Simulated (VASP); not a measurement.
Input of a VASP 6.6.1 run:

Contents of INCAR:

```
SYSTEM = TePb
PREC = Accurate
ENCUT = 520
EDIFF = 1E-6
ISMEAR = 0
SIGMA = 0.05
LREAL = .FALSE.
LASPH = .TRUE.
NELM = 80
ALGO = Normal
ISIF = 2
LWAVE = .FALSE.
LCHARG = .TRUE.
GGA = PE
LELF = .TRUE.
LVHAR = .TRUE.
NBANDS = 17
```

KPOINTS

```
regular mesh
0
G
  8 8 8
  0 0 0
```

POSCAR

```
TePb
1.0
    0.0000000000      2.8190441597      4.2285662396
    2.8190441597      0.0000000000      4.2285662396
    2.8190441597      2.8190441597      0.0000000000
Te Pb
1 1
Direct
    0.5000000000      0.5000000000      0.5000000000
    0.0000000000      0.0000000000      0.0000000000
```

Potentials or basis: VASP PAW PBE potentials, release 64 (Te, Pb_d).

The run is started by

```bash
$ cat potpaw_PBE.64/Te/POTCAR potpaw_PBE.64/Pb_d/POTCAR > POTCAR
$ mpirun -np 1 vasp_std > vasp.out
```

Question: What does it give for the pressure?

Answer: 16.1 GPa.

Question: What does it give for the band gap on the k mesh?

Answer: Zero (bands 10 and 11 overlap by 0.66 eV).

Stress tensor (GPa, compression positive):
```
25.24  0.00  0.00
 0.00 25.24  0.00
 0.00  0.00 -2.08
```

Caveat: the cell stands under pressure; semilocal functionals underestimate gaps, so a narrow gap can read as zero; spin-orbit coupling is left out, which moves the levels of the heavy elements.
